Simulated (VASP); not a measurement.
Here is a VASP 6.6.1 calculation.

File INCAR:

```
PREC     = Accurate       # precision mode
ENCUT    = 520            # plane-wave cutoff, eV
EDIFF    = 1E-6           # SCF threshold, eV
ISMEAR   = 0              # smearing method
SIGMA    = 0.02           # smearing width, eV
LREAL    = False          # projectors in reciprocal space
LASPH    = True           # aspherical terms in the spheres
NELM     = 60             # most SCF steps
ALGO     = Normal         # electronic algorithm
ISIF     = 2              # what is computed and relaxed
LWAVE    = False          # write WAVECAR
LCHARG   = False          # write CHGCAR
GGA      = PE             # functional
NBANDS   = 28             # bands
```

File KPOINTS:

```
regular mesh
0
Gamma
  10 10 8
```

POSCAR

```
SnO
1.0
    3.8677643025      0.0000000000      0.0000000000
    0.0000000000      3.8677643025      0.0000000000
    0.0000000000      0.0000000000      5.0699830525
Sn O
2 2
Direct
    0.0000000000      0.5000000000      0.2287087015
    0.5000000000      0.0000000000      0.7712912985
    0.0000000000      0.0000000000      0.0000000000
    0.5000000000      0.5000000000      0.0000000000
```

Potentials or basis: VASP PAW PBE potentials, release 64 (Sn_d, O).

Command:

```console
$ cat potpaw_PBE.64/Sn_d/POTCAR potpaw_PBE.64/O/POTCAR > POTCAR
$ mpirun -np 1 vasp_std > vasp.out
```

Problem. What does it give for the band gap on the k mesh?

Solution. 0.51 eV (least direct gap 1.91 eV).

Problem. What does it give for the pressure?

Solution. 0.2 GPa.

Forces on the atoms (eV/Å):
```
Sn   0.000  0.000  0.072
Sn   0.000  0.000 -0.072
O    0.000  0.000  0.000
O    0.000  0.000  0.000
```

Caveat: spin-orbit coupling is left out, which moves the levels of the heavy elements. A hybrid or GW would open this gap; PBE tends to underestimate it.
